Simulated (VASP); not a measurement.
A run of VASP 6.6.1:

The input INCAR:

```
PREC = Accurate ; ENCUT = 520
EDIFF = 1E-7 ; ISMEAR = 0
SIGMA = 0.15 ; LREAL = False
LASPH = True ; NELM = 80
ALGO = Fast ; ISIF = 2
LWAVE = False ; LCHARG = False
GGA = CA ; NBANDS = 14
```

Contents of KPOINTS:

```
Automatic mesh
0
Gamma
  16 16 16
```

POSCAR

```
TiAl
1.0
    3.0411467520      0.0000000000      0.0000000000
    0.0000000000      3.0411467520      0.0000000000
    0.0000000000      0.0000000000      3.5934190022
Ti Al
1 1
Direct
    0.0000000000      0.0000000000      0.0000000000
    0.5000000000      0.5000000000      0.5000000000
```

Potentials or basis: VASP PAW LDA potentials, release 64 (Ti_sv, Al).

Launch:

```sh
$ cat potpaw_LDA.64/Ti_sv/POTCAR potpaw_LDA.64/Al/POTCAR > POTCAR
$ mpirun -np 1 vasp_std > vasp.out
```

Hardware: 1 thread of Intel(R) Xeon(R) 6975P-C (Granite Rapids), on a shared host.

Task: How long does it take, and how much memory?

Result: Wall time 2 min on 1 thread of Intel(R) Xeon(R) 6975P-C (Granite Rapids), with other jobs on the host, peak memory 0.29 GiB. Counts: scf iterations 31, k points 405.
